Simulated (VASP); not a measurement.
**HfN: single point with PBEsol**

Crystal: HfN.

```
Hf N
1.0
     4.50265    0.00000    0.00000
     0.00000    4.50265    0.00000
     0.00000    0.00000    4.50265
Hf N
4 4
Direct
  0.00000 0.00000 0.00000
  0.00000 0.50000 0.50000
  0.50000 0.00000 0.50000
  0.50000 0.50000 0.00000
  0.50000 0.50000 0.50000
  0.00000 0.00000 0.50000
  0.00000 0.50000 0.00000
  0.50000 0.00000 0.00000
```

```yaml
Program: VASP 6.6.1
Task: single point
Functional: PBEsol
Potentials_or_basis: VASP PAW PBE potentials, release 64 (Hf_pv, N)
Cutoff: 600 eV
k_mesh: 5 × 5 × 5
Occupations: fermi-dirac, width 0.1 eV
Spin: no spin polarisation
Dipole_correction: no
Further_INCAR_settings: ALGO = Normal; EDIFF = 1e-06; NBANDS = 40
```

| Property | Result |
| --- | --- |
| Pressure | -2.2 GPa |
| Band gap on the k mesh | zero (bands 30 and 31 overlap by 5.15 eV) |

Levels at points of the mesh, in eV from the Fermi level:
```tsv
k point	band 29	band 30	band 31	band 32	band 33	band 34
(0.00, 0.00, 0.00)	-3.15	-3.15	-3.15	-0.52	-0.52	-0.52
```

Wall time 17 s on 1 thread of Intel(R) Xeon(R) 6975P-C (Granite Rapids) (shared host), peak memory 0.21 GiB.

Caveat: the PAW data sets were made with another functional, which shifts forces and pressure a little; spin-orbit coupling is left out, which moves the levels of the heavy elements.
